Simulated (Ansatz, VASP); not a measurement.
One calculation of BAs, two programs

```
B As
1.0
     0.00000    2.36462    2.38850
     2.36462    0.00000    2.38850
     2.36462    2.36462    0.00000
B As
1 1
Direct
  0.00000 0.00000 0.00000
  0.75000 0.75000 0.75000
```

Change from the starting cell: equal xx and yy strain of -1 %.

Alike in both runs: task single point; functional LDA; k mesh 15 × 15 × 15; occupations fermi-dirac, width 0.03 eV; no spin polarisation.

```csv
,VASP,Ansatz
version,VASP 6.6.1,Ansatz 0.2.0
potentials or method,"VASP PAW LDA potentials, release 64 (B, As), cutoff 520 eV","all-electron LAPW, scalar-relativistic"
```

Ansatz gave:

```
pressure (GPa)                                                : -1.2
traceless stress, the component that is largest in VASP (GPa) : -1.45
```

Estimate VASP's values.

pressure (GPa): -0.3; traceless stress, the component that is largest in VASP (GPa): -1.44.

LDA's correlation is that of Perdew and Zunger in VASP and of Perdew and Wang (1992) in Ansatz. Ansatz ran all-electron here, and VASP with PAW potentials.
